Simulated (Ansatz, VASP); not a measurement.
One calculation of Co, two programs

```
Co
1.0
    -1.34620    1.34620    1.34620
     1.34620   -1.34620    1.34620
     1.34620    1.34620   -1.34620
Co
1
Direct
  0.00000 0.00000 0.00000
```

Alike in both runs: task single point; functional PBE; k mesh 20 × 20 × 20; occupations gaussian, width 0.1 eV; collinear spin.

```csv
,VASP,Ansatz
version,VASP 6.6.1,Ansatz 0.2.0
potentials or method,"VASP PAW PBE potentials, release 64 (Co), cutoff 520 eV","scalar-relativistic, plane waves, PAW"
valence electrons in the cell,9,17
```

Ansatz gave:

* gap on the k mesh at the Fermi level (eV): none
* net moment per atom (μB): 1.68
* size of the moment on the site where the two differ most (μB): 1.73

Question: What did VASP give for the same quantities?

Answer: gap on the k mesh at the Fermi level (eV): none; net moment per atom (μB): 1.67; size of the moment on the site where the two differ most (μB): 1.67.

Site moments also hang on the region over which each program counts them. A gap of «none» marks a metal or a gap that the smearing closes. VASP's potentials hold 9 valence electrons a cell and Ansatz's 17, so a difference there can come from the potentials and not from the codes.
